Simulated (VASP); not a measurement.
# ZnS (R3m) in VASP: relaxation of cell and atoms with PBE

Aim: the relaxation of cell and atoms of ZnS with PBE.

Everything below comes from runs of VASP 6.6.1. Logs are shortened: lines on timing, memory, paths and dates and some standing lists are left out, and cuts for length are marked.

### 1 The cell of the first run

Symmetry: R3m, No. 160, trigonal system. Conventional cell: a = 3.845 Å, b = 3.845 Å, c = 9.458 Å, α = 90.00°, β = 90.00°, γ = 120.00°. Within 3.1 Å of Zn (site symmetry 3m) lie 4 S at 2.36 Å. S (site symmetry 3m) has 4 Zn at 2.36 Å within 3.1 Å.

### 2 Relaxation of cell and atoms, PBE

INCAR reads:

```
ALGO = Normal
EDIFF = 1E-6
EDIFFG = -0.01
ENCUT = 600
GGA = PE
IBRION = 2
ISIF = 3
ISMEAR = 0
LASPH = True
LCHARG = False
LREAL = False
LWAVE = False
NELM = 80
NSW = 65
PREC = Accurate
SIGMA = 0.02
```

KPOINTS reads:

```
k-points
0
Gamma
  12 12 4
```

POSCAR reads:

```
ZnS
1.0
    3.8445963288      0.0000000000      0.0000000000
   -1.9222981644      3.3295180880      0.0000000000
    0.0000000000      0.0000000000      9.4583328563
Zn S
3 3
Direct
    0.0000000000      0.0000000000      0.0000000000
    0.3333333333      0.6666666667      0.3333333333
    0.6666666667      0.3333333333      0.6666666667
    0.0000000000      0.0000000000      0.2500000000
    0.3333333333      0.6666666667      0.5833333333
    0.6666666667      0.3333333333      0.9166666667
```

Potentials or basis: VASP PAW PBE potentials, release 64 (Zn, S).

Command:

```
$ cat potpaw_PBE.64/Zn/POTCAR potpaw_PBE.64/S/POTCAR > POTCAR
$ mpirun -np 1 vasp_std > vasp.out
```

OUTCAR:

```text
EDIFF = 1E-6
   EDIFFG = -0.01
   ENCUT = 600
   GGA = PE
   IBRION = 2
   ISIF = 3
   ISMEAR = 0
   LASPH = True
   LREAL = False
   NELM = 80
   NSW = 65
   PREC = Accurate

 ion  position               nearest neighbor table
   1  0.000  0.000  0.000-   6 2.36   6 2.36   6 2.36   4 2.36
   2  0.333  0.667  0.333-   4 2.36   4 2.36   4 2.36   5 2.36
   3  0.667  0.333  0.667-   5 2.36   5 2.36   5 2.36   6 2.36
   4  0.000  0.000  0.250-   2 2.36   2 2.36   2 2.36   1 2.36
   5  0.333  0.667  0.583-   3 2.36   3 2.36   3 2.36   2 2.36
   6  0.667  0.333  0.917-   1 2.36   1 2.36   1 2.36   3 2.36

  LATTYP: Found a hexagonal cell.
 ALAT       =     3.8445963288
 C/A-ratio  =     2.4601627967

  Lattice vectors:

 A1 = (   3.8445963288,   0.0000000000,   0.0000000000)
 A2 = (  -1.9222981644,   3.3295180880,   0.0000000000)
 A3 = (   0.0000000000,   0.0000000000,   9.4583328563)

Analysis of symmetry for initial positions (statically):
=====================================================================
 Subroutine PRICEL returns following result:

  LATTYP: Found a trigonal (rhomboedric) cell.
 ALAT       =     3.8557723421
 COS(alpha) =     0.5028943142

  Lattice vectors:

 A1 = (   1.9222981642,  -1.1098393626,   3.1527776185)
 A2 = (  -0.0000000002,   2.2196787254,   3.1527776185)
 A3 = (  -1.9222981640,  -1.1098393629,   3.1527776194)

   3 primitive cells build up your supercell.

 Routine SETGRP: Setting up the symmetry group for a
 hexagonal supercell.

 Subroutine GETGRP returns: Found  6 space group operations
 (whereof  6 operations were pure point group operations)
 out of a pool of 24 trial point group operations.

The static configuration has the point symmetry C_3v.

Analysis of symmetry for dynamics (positions and initial velocities):
=====================================================================
 Subroutine PRICEL returns following result:

  LATTYP: Found a trigonal (rhomboedric) cell.
 ALAT       =     3.8557723421
 COS(alpha) =     0.5028943142

  Lattice vectors:

 A1 = (   1.9222981642,  -1.1098393626,   3.1527776185)
 A2 = (  -0.0000000002,   2.2196787254,   3.1527776185)
 A3 = (  -1.9222981640,  -1.1098393629,   3.1527776194)

   3 primitive cells build up your supercell.

 Routine SETGRP: Setting up the symmetry group for a
 hexagonal supercell.

 Subroutine GETGRP returns: Found  6 space group operations
 (whereof  6 operations were pure point group operations)
 out of a pool of 24 trial point group operations.

The dynamic configuration has the point symmetry C_3v.

 Subroutine INISYM returns: Found  6 space group operations
 (whereof  6 operations are pure point group operations),
 and found     3 'primitive' translations

----------------------------------------------------------------------------------------

                                     Primitive cell

  volume of cell :      40.3576

  direct lattice vectors                    reciprocal lattice vectors
     1.922298164 -1.109839363  3.152777618     0.260105331 -0.150171883  0.105726878
    -0.000000000  2.219678725  3.152777618     0.000000000  0.300343766  0.105726878
    -1.922298164 -1.109839363  3.152777619    -0.260105331 -0.150171883  0.105726878

  length of vectors
     3.855772342  3.855772342  3.855772343     0.318409407  0.318409406  0.318409406

  position of ions in fractional coordinates (direct lattice)
     0.000000000  0.000000000  0.000000000
     0.250000000  0.250000000  0.250000000

  ion indices of the primitive-cell ions
   primitive index   ion index
                 1           1
                 2           4

----------------------------------------------------------------------------------------

 KPOINTS: k-points

Automatic generation of k-mesh.
 Grid dimensions read from file:
 generate k-points for:   12   12    4

 Generating k-lattice:

  Cartesian coordinates                     Fractional coordinates (reciprocal lattice)
     0.021675444  0.012514324  0.000000000     0.083333333  0.000000000  0.000000000
     0.000000000  0.025028647  0.000000000     0.000000000  0.083333333  0.000000000
     0.000000000  0.000000000  0.026431719     0.000000000  0.000000000  0.250000000

  Length of vectors
     0.025028647  0.025028647  0.026431719

  Shift w.r.t. Gamma in fractional coordinates (k-lattice)
     0.000000000  0.000000000  0.000000000

 Subroutine IBZKPT returns following result:
 ===========================================

 Found     69 irreducible k-points:

 Following reciprocal coordinates:
            Coordinates               Weight
  0.000000  0.000000  0.000000      1.000000
  0.083333 -0.000000  0.000000      6.000000
  0.166667 -0.000000  0.000000      6.000000
  0.250000  0.000000  0.000000      6.000000
  0.333333  0.000000  0.000000      6.000000
  0.416667  0.000000  0.000000      6.000000
[... 16 lines left out ...]
  0.166667 -0.000000  0.250000      6.000000
  0.000000  0.166667  0.250000      6.000000
 [... further k-points ...]
   k-points           NKPTS =     69   k-points in BZ     NKDIM =     69   number of bands    NBANDS=     32
   number of dos      NEDOS =    301   number of ions     NIONS =      6
   total plane-waves  NPLWV =  81920
   dimension x,y,z NGX =    32 NGY =   32 NGZ =   80
   dimension x,y,z NGXF=    64 NGYF=   64 NGZF=  160
   ions per type =               3   3
   NGX,Y,Z   is equivalent  to a cutoff of  13.84, 13.84, 14.06 a.u.
   NGXF,Y,Z  is equivalent  to a cutoff of  27.67, 27.67, 28.12 a.u.
 SYSTEM =  unknown system
   PREC   = accura    normal or accurate (medium, high low for compatibility)
   ISTART =      0    job   : 0-new  1-cont  2-samecut
   ICHARG =      2    charge: 1-file 2-atom 10-const
   ISPIN  =      1    spin polarized calculation?
   LNONCOLLINEAR =      F non collinear calculations
   LSORBIT =      F    spin-orbit coupling
   LASPH  =      T    aspherical Exc in radial PAW
   ENCUT  =  600.0 eV  44.10 Ry    6.64 a.u.   7.68  7.68 18.89*2*pi/ulx,y,z
   NELM   =     80;   NELMIN=  2; NELMDL= -5     # of ELM steps
   EDIFF  = 0.1E-05   stopping-criterion for ELM
   LREAL  =      F    real-space projection
   EDIFFG = -.1E-01   stopping-criterion for IOM
   NSW    =     65    number of steps for IOM
   IBRION =      2    ionic relax: 0-MD 1-quasi-New 2-CG
   NFREE  =      1    steps in history (QN), initial steepest desc. (CG)
   ISIF   =      3    stress and relaxation
   ISYM   =      2    0-nonsym 1-usesym 2-fastsym
   POTIM  = 0.5000    time-step for ionic-motion
   TEBEG  =    0.0;   TEEND  =   0.0 temperature during run
   PSTRESS=    0.0 pullay stress
   NELECT =      54.0000    total number of electrons
   NUPDOWN=      -1.0000    fix difference up-down
   EMIN   =  10.00;   EMAX   =-10.00  energy-range for DOS
   EFERMI =   0.00;   METHOD = LEGACY
   ISMEAR =     0;   SIGMA  =   0.02  broadening in eV -4-tet -1-fermi 0-gaus
   EFERMI_NEDOS =   21; number of points for ismear=-14 and -15
   IALGO  =     38    algorithm
   IMIX   =      4    mixing-type and parameters
     AMIX     =   0.40;   BMIX     =  1.00
     AMIX_MAG =   1.60;   BMIX_MAG =  1.00
  volume/ion in A,a.u.               =      20.18       136.17
  Fermi-wavevector in a.u.,A,eV,Ry     =   1.250808  2.363684 21.286582  1.564520
  Thomas-Fermi vector in A             =   2.384785
   LORBIT       =      0    0 simple, 1 ext, 2 COOP (PROOUT), +10 PAW based schemes
   GGA     = PE    functional components
   LHFCALC =     F    Hartree Fock is set to
   AEXX    =    0.0000 exact exchange contribution
   IVDW    =     0    specifies the selected vdW correction
   LEPSILON=     F    determine dielectric tensor
   LRPA    =     F    only Hartree local field effects (RPA)
 conjugate gradient relaxation of ions
 non-spin polarized calculation
 Gauss-broadening in eV      SIGMA  =   0.02
  energy-cutoff  :      600.00
  volume of cell :      121.07
 maximum number of plane-waves:      4087
 NGX is ok and might be reduce to    32
   NGX = 15   NGY = 15   NGZ = 37

--------------------------------------- Ionic step        1  -------------------------------------------

 number of electron      54.0000005 magnetization

 Free energy of the ion-electron system (eV)
  ---------------------------------------------------
  ext. energy  EPLUGINS =         0.00000000
  ---------------------------------------------------
  free energy    TOTEN  =       -20.55735899 eV

  energy without entropy =      -20.55735899  energy(sigma->0) =      -20.55735899

------------------------ aborting loop because EDIFF is reached ----------------------------------------

  FORCE on cell =-STRESS in cart. coord.  units (eV):
  Direction    XX          YY          ZZ          XY          YZ          ZX
  --------------------------------------------------------------------------------------
  -------------------------------------------------------------------------------------
  Total        0.2142204      0.2142204     -0.2051728     -0.0000000     -0.0000000      0.0000000
  in kB        2.8348153      2.8348153     -2.7150861     -0.0000000     -0.0000000      0.0000000
  external PRESSURE =       0.9848482 kB  Pullay stress =       0.0000000 kB
[... 185 lines left out ...]
  energy  without entropy=      -20.5579754881  energy(sigma->0) =      -20.55797549

--------------------------------------- Ionic step        6  -------------------------------------------

 number of electron      54.0000005 magnetization

 Free energy of the ion-electron system (eV)
  ---------------------------------------------------
  ext. energy  EPLUGINS =         0.00000000
  ---------------------------------------------------
  free energy    TOTEN  =       -20.55797444 eV

  energy without entropy =      -20.55797444  energy(sigma->0) =      -20.55797444

 E-fermi :   1.9890     XC(G=0):  -9.5185

 val. band max:        1.8890229697   @ k =   0.0000   0.0000   0.0000
 cond. band min:       3.8985781126   @ k =   0.0000   0.0000   0.0000
 fundamental gap:      2.0095551429
 Fermi energy:         1.9889584938

 k-point     1 :       0.0000    0.0000    0.0000
  band No.  band energies     occupation
      1     -11.0896      2.00000
      2     -10.4582      2.00000
      3     -10.4582      2.00000
      4      -4.3612      2.00000
      5      -4.3595      2.00000
      6      -4.3595      2.00000
[... 829 lines left out ...]
     31       7.2469      0.00000
     32       8.2328      0.00000

 [... further k-points ...]
[... 5 lines left out ...]
  --------------------------------------------------------------------------------------
  -------------------------------------------------------------------------------------
  Total        0.0011163      0.0011163     -0.0133100      0.0000000      0.0000000      0.0000000
  in kB        0.0147552      0.0147552     -0.1759345      0.0000000      0.0000000      0.0000000
  external PRESSURE =      -0.0488080 kB  Pullay stress =       0.0000000 kB
[... 21 lines left out ...]
  FREE ENERGIE OF THE ION-ELECTRON SYSTEM (eV)
  ---------------------------------------------------
  free  energy   TOTEN  =       -20.5579744386 eV

  energy  without entropy=      -20.5579744386  energy(sigma->0) =      -20.55797444

 reached required accuracy - stopping structural energy minimisation
```

Run time: 8.4 min. Hardware: 1 thread of AMD EPYC 9R45 (Zen 5), shared host; peak memory 0.41 GiB.

What came out:

```
Free energy                           : -20.5580 eV
Relaxed volume                        : 20.20 Å³/atom
Relaxed cell                          : a = 3.851 Å, b = 3.851 Å, c = 9.439 Å, α = 90.00°, β = 90.00°, γ = 120.00°
Space group after relaxing (to 0.1 Å) : F-43m (No. 216)
Energy gained by relaxing             : 0.1 meV/atom
Ionic steps                           : 6
Pressure after relaxing               : 0.0 GPa
Largest force after relaxing          : 0.006 eV/Å
Band gap on the k mesh                : 2.01 eV
```

Forces on the atoms (eV/Å):
```
Zn   0.000  0.000 -0.006
Zn   0.000  0.000 -0.006
Zn   0.000  0.000 -0.006
S    0.000  0.000  0.006
S    0.000  0.000  0.006
S    0.000  0.000  0.006
```

The path:
```csv
step,energy change (eV),largest force (eV/Å),pressure (GPa),volume (Å³)
1,0.0000,0.0244,0.10,121.07
2,-0.0006,0.0075,-0.07,121.29
3,-0.0006,0.0053,-0.04,121.28
4,-0.0006,0.0062,-0.05,121.28
5,-0.0006,0.0064,0.08,121.18
6,-0.0006,0.0063,0.00,121.21
```

Final structure:
```
Zn S
1.0
     3.85080    0.00000    0.00000
    -1.92540    3.33489    0.00000
     0.00000    0.00000    9.43860
Zn S
3 3
Cartesian
  0.0000 0.0000 0.0009
  0.0000 2.2233 3.1471
  1.9254 1.1116 6.2933
  -1.9254 3.3349 2.3587
  0.0000 2.2233 5.5049
  1.9254 1.1116 8.6511
```
